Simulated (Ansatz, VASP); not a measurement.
# Two plane-wave programs on SiNi

```
CELL_PARAMETERS angstrom
4.52024 0.00000 0.00000
0.00000 4.52024 0.00000
0.00000 0.00000 4.52024
ATOMIC_POSITIONS crystal
Si 0.84636 0.84636 0.84636
Si 0.65364 0.15364 0.34636
Si 0.34636 0.65364 0.15364
Si 0.15364 0.34636 0.65364
Ni 0.14896 0.14896 0.14896
Ni 0.35104 0.85104 0.64896
Ni 0.64896 0.35104 0.85104
Ni 0.85104 0.64896 0.35104
```

Alike in both runs: functional PBE; k mesh 4 × 4 × 4; occupations gaussian, width 0.1 eV; no spin polarisation.

Ansatz relaxed the structure, and its values are those at the end. VASP's run is a single point on that final structure, the one shown.

```csv
,VASP,Ansatz
version,VASP 6.6.1,Ansatz 0.2.0
potentials or method,"VASP PAW PBE potentials, release 64 (Si, Ni), cutoff 520 eV","scalar-relativistic, plane waves, PAW"
valence electrons in the cell,56,88
```

|  | VASP | Ansatz | Ansatz less VASP |
| --- | --- | --- | --- |
| gap on the k mesh at the Fermi level (eV) | none | none | - |
| pressure (GPa) | 0.0 | 0.0 | -0.02 |

A gap of «none» marks a metal or a gap that the smearing closes. VASP's potentials hold 56 valence electrons a cell and Ansatz's 88, so a difference there can come from the potentials and not from the codes.
